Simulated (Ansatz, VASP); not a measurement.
**One calculation of ZnO, two programs**

```
Zn O
1.0
     3.25000    0.00000    0.00000
    -1.62500    2.81458    0.00000
     0.00000    0.00000    5.23824
Zn O
2 2
Direct
  0.33333 0.66667 0.00132
  0.66667 0.33333 0.50132
  0.33333 0.66667 0.38068
  0.66667 0.33333 0.88068
```

Alike in both runs: functional PBE; k mesh 8 × 8 × 5; occupations gaussian, width 0.05 eV; no spin polarisation.

Ansatz relaxed the structure, and its values are those at the end. VASP's run is a single point on that final structure, the one shown.

```csv
,VASP,Ansatz
version,VASP 6.6.1,Ansatz 0.2.0
potentials or method,"VASP PAW PBE potentials, release 64 (Zn, O)","scalar-relativistic, plane waves, PAW"
plane-wave cutoff (eV),520,420
valence electrons in the cell,36,36
```

Ansatz gave:

```
pressure (GPa) : 3.9
```

**Question.** Which values does VASP return?

**Answer.** Pressure (GPa): 5.0.

Ansatz's warnings: stress scf threshold loose.
